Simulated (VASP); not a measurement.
Here is a VASP 6.6.1 calculation.

The input INCAR:

```
PREC = Accurate ; ENCUT = 520
EDIFF = 1E-7 ; ISMEAR = 0
SIGMA = 0.1 ; LREAL = F
LASPH = T ; NELM = 60
ALGO = Fast ; ISIF = 2
LWAVE = F ; LCHARG = F
GGA = PS ; NBANDS = 19
```

The input KPOINTS:

```
Automatic mesh
0
Gamma
  18 18 10
```

Contents of POSCAR:

```
Ti
1.0
    2.9002683792      0.0000000000      0.0000000000
   -1.4501341896      2.5117060942      0.0000000000
    0.0000000000      0.0000000000      4.5903350168
Ti
2
Direct
    0.3333333333      0.6666666667      0.2500000000
    0.6666666667      0.3333333333      0.7500000000
```

Potentials or basis: VASP PAW PBE potentials, release 64 (Ti_sv).

Launch:

```bash
$ cat potpaw_PBE.64/Ti_sv/POTCAR > POTCAR
$ mpirun -np 1 vasp_std > vasp.out
```

Task: Estimate the pressure.

Result: -0.3 GPa.

Task: Estimate the band gap on the k mesh.

Result: Zero (band 12 reaches 9.41 eV, above the bottom of band 13 at 8.29 eV).

Caveat: the PAW data sets were made with another functional, which shifts forces and pressure a little.
